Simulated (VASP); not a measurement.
## RbVS3: relaxation of cell and atoms with PBE

RbVS3:

```
Rb V S
1.0
     4.73084    0.00000    0.00000
     0.00000    4.73084    0.00000
     0.00000    0.00000    4.73084
Rb V S
1 1 3
Direct
  0.00000 0.00000 0.00000
  0.50000 0.50000 0.50000
  0.50000 0.50000 0.00000
  0.00000 0.50000 0.50000
  0.50000 0.00000 0.50000
```

The cell was generated, and may not be a known phase.

| Item | Value |
| --- | --- |
| Program | VASP 6.6.1 |
| Task | relaxation of cell and atoms |
| Functional | PBE |
| Potentials or basis | VASP PAW PBE potentials, release 64 (Rb_sv, V_sv, S) |
| Cutoff | 600 eV |
| k mesh | 8 × 8 × 8 |
| Occupations | gaussian, width 0.1 eV |
| Spin | no spin polarisation |
| Dipole correction | no |
| Further INCAR settings | ALGO = Normal; EDIFF = 1e-06; IBRION = 2; EDIFFG = -0.01; NSW = 100; ISIF = 3 |

```json
{
  "Relaxed volume": "21.06 Å³/atom",
  "Relaxed cell": "a = 4.722 Å, b = 4.722 Å, c = 4.722 Å, α = 90.00°, β = 90.00°, γ = 90.00°",
  "Space group after relaxing (to 0.1 Å)": "Pm-3m (No. 221)",
  "Energy gained by relaxing": "0.1 meV/atom",
  "Ionic steps": "3",
  "Pressure after relaxing": "0.0 GPa",
  "Band gap on the k mesh": "zero (bands 20 and 21 overlap by 0.97 eV)"
}
```

The path:
```tsv
step	energy change (eV)	largest force (eV/Å)	pressure (GPa)	volume (Å³)
1	0.0000	0.0000	-0.37	105.88
2	-0.0006	0.0000	0.11	105.14
3	-0.0006	0.0000	0.00	105.32
```

Final structure:
```xyz
5
Lattice="4.7225 0.0000 0.0000 0.0000 4.7225 0.0000 0.0000 0.0000 4.7225" Properties=species:S:1:pos:R:3 pbc="T T T"
Rb    0.0000    0.0000    0.0000
V     2.3612    2.3612    2.3612
S     2.3612    2.3612    0.0000
S     0.0000    2.3612    2.3612
S     2.3612    0.0000    2.3612
```

Levels at points of the mesh, in eV from the Fermi level:
```csv
k point,band 18,band 19,band 20,band 21,band 22,band 23
"(0.00, 0.00, 0.00)",-0.77,-0.77,-0.77,-0.15,-0.15,-0.15
"(0.50, 0.00, 0.00)",-1.75,-0.72,-0.64,-0.64,0.40,1.05
"(0.50, 0.50, 0.00)",-1.60,-1.60,0.26,0.94,0.97,0.97
"(0.50, 0.50, 0.50)",0.33,0.33,0.33,1.11,1.11,1.11
```

Run time: 100 s on 1 thread of Intel(R) Xeon(R) 6975P-C (Granite Rapids) (shared host), peak memory 0.32 GiB.

Caveat: the run has no spin polarisation, though such a crystal can be magnetic. With open d or f shells a metallic result of PBE can be an artefact of self-interaction; +U or a hybrid may open a gap.
